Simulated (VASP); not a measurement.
# SrCl2: single point with r2SCAN

SrCl2:

```
CELL_PARAMETERS angstrom
0.00000 3.48835 3.48835
3.48835 0.00000 3.48835
3.48835 3.48835 0.00000
ATOMIC_POSITIONS crystal
Sr 0.00000 0.00000 0.00000
Cl 0.75000 0.75000 0.75000
Cl 0.25000 0.25000 0.25000
```

```yaml
Program: VASP 6.6.1
Task: single point
Functional: r2SCAN
Potentials_or_basis: VASP PAW PBE potentials, release 64 (Sr_sv, Cl)
Cutoff: 520 eV
k_mesh: 4 × 4 × 4
Occupations: fermi-dirac, width 0.05 eV
Spin: no spin polarisation
```

```
Pressure               : 0.3 GPa
Band gap on the k mesh : 5.97 eV, indirect (least direct gap 5.99 eV)
```

Levels at points of the mesh, in eV from the valence-band top:
| k point | band 9 | band 10 | band 11 | band 12 | band 13 | band 14 | band 15 | band 16 |
| --- | --- | --- | --- | --- | --- | --- | --- | --- |
| (0.00, 0.00, 0.00) | -2.15 | -0.35 | -0.35 | -0.35 | 5.97 | 6.69 | 6.69 | 9.62 |
| (0.50, 0.00, 0.00) | -1.48 | -1.35 | -1.07 | -1.07 | 7.29 | 7.29 | 8.23 | 8.25 |
| (0.50, 0.50, 0.00) | -1.92 | -0.40 | -0.40 | 0.00 | 5.99 | 7.79 | 8.22 | 8.71 |

Wall time 57 s on 1 thread of AMD EPYC 9R14 (Zen 4), with other jobs on the host, peak memory 0.22 GiB.

Caveat: the PAW data sets were made with another functional, which shifts forces and pressure a little. r2SCAN opens gaps a little over a GGA but as a rule still falls short of measured ones.
